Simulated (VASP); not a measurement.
Input of a VASP 6.6.1 run:

The input INCAR:

```
SYSTEM = Cd3Sn
ALGO = Normal ; EDIFF = 1E-6
ENCUT = 500 ; GGA = PE
GGA_COMPAT = .FALSE. ; ISIF = 2
ISMEAR = -1 ; LASPH = .TRUE.
LCHARG = .FALSE. ; LREAL = .FALSE.
LWAVE = .FALSE. ; NBANDS = 60
NELM = 120 ; PREC = Accurate
SIGMA = 0.0106
```

File KPOINTS:

```
k-points
0
G
  6 6 6
  0 0 0
```

POSCAR

```
Cd3Sn
1.0
    5.6551160000      0.0000000000      0.0000000000
    0.0000000000      5.6551160000      0.0000000000
    0.0000000000      0.0000000000      5.6551160000
Sn Cd
2 6
Direct
    0.0000000000      0.0000000000      0.0000000000
    0.5000000000      0.5000000000      0.5000000000
    0.2500000000      0.0000000000      0.5000000000
    0.5000000000      0.7500000000      0.0000000000
    0.7500000000      0.0000000000      0.5000000000
    0.5000000000      0.2500000000      0.0000000000
    0.0000000000      0.5000000000      0.7500000000
    0.0000000000      0.5000000000      0.2500000000
```

Potentials or basis: VASP PAW PBE potentials, release 64 (Sn_d, Cd).

The run is started by

```console
$ cat potpaw_PBE.64/Sn_d/POTCAR potpaw_PBE.64/Cd/POTCAR > POTCAR
$ mpirun -np 1 vasp_std > vasp.out
```

(1) Estimate the pressure.

(2) What does it give for the band gap on the k mesh?

Results:

(1) 6.1 GPa.

(2) zero (bands 50 and 51 overlap by 4.25 eV).

Caveat: the cell stands under pressure; spin-orbit coupling is left out, which moves the levels of the heavy elements.
